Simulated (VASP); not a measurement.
CaSi3N2: single point with PBE

CaSi3N2:

```
Ca Si N
1.0
     3.91244    0.00000    0.00000
     0.00000    3.91244    0.00000
     0.00000    0.00000    6.22947
Ca Si N
1 3 2
Direct
  0.00000 0.00000 0.50000
  0.50000 0.50000 0.00000
  0.00000 0.00000 0.00000
  0.50000 0.50000 0.50000
  0.00000 0.50000 0.35507
  0.50000 0.00000 0.64493
```

The cell was generated, and may not be a known phase.

| Property | Result |
| --- | --- |
| Program | VASP 6.6.1 |
| Task | single point |
| Functional | PBE |
| Potentials or basis | VASP PAW PBE potentials, release 64 (Ca_sv, Si, N) |
| Cutoff | 600 eV |
| k mesh | 10 × 10 × 6 |
| Occupations | gaussian, width 0.1 eV |
| Spin | no spin polarisation |
| Dipole correction | no |
| Further INCAR settings | ALGO = Normal; EDIFF = 1e-06; NBANDS = 25 |

| Property | Result |
| --- | --- |
| Pressure | 0.3 GPa |
| Largest force | 0.055 eV/Å |
| Band gap on the k mesh | zero (bands 16 and 17 overlap by 1.57 eV) |

Forces in eV/Å, atoms in the order of the input:
```
Ca   0.000  0.000  0.000
Si   0.000  0.000  0.000
Si   0.000  0.000  0.000
Si   0.000  0.000  0.000
N    0.000  0.000 -0.055
N    0.000  0.000  0.055
```

Stress tensor (GPa, compression positive):
```
0.38 0.00 0.00
0.00 0.38 0.00
0.00 0.00 0.07
```

Levels at points of the mesh, in eV from the Fermi level:
```csv
k point,band 12,band 13,band 14,band 15,band 16,band 17,band 18,band 19,band 20,band 21
"(0.00, 0.00, 0.00)",-2.40,-2.18,-2.18,-0.77,-0.77,-0.26,0.12,1.36,3.86,4.06
"(0.50, 0.00, 0.00)",-2.19,-1.85,-1.65,-1.27,0.89,1.10,1.12,2.10,2.42,2.94
"(0.50, 0.50, 0.00)",-4.21,-2.43,-2.43,-2.29,-2.18,1.29,1.55,3.21,3.21,3.62
"(0.00, 0.00, 0.50)",-2.83,-2.48,-2.48,-2.16,-0.44,-0.44,1.00,1.58,3.30,4.09
"(0.50, 0.00, 0.50)",-2.85,-2.37,-1.90,-0.50,0.60,0.75,1.22,1.26,2.72,2.76
"(0.50, 0.50, 0.50)",-3.25,-3.12,-1.49,-1.43,-1.43,0.90,0.96,1.73,1.73,3.62
```

Run time: 6.3 min on 1 thread of Oxide Virtual Turin-like Processor, with other jobs on the host, peak memory 0.34 GiB.
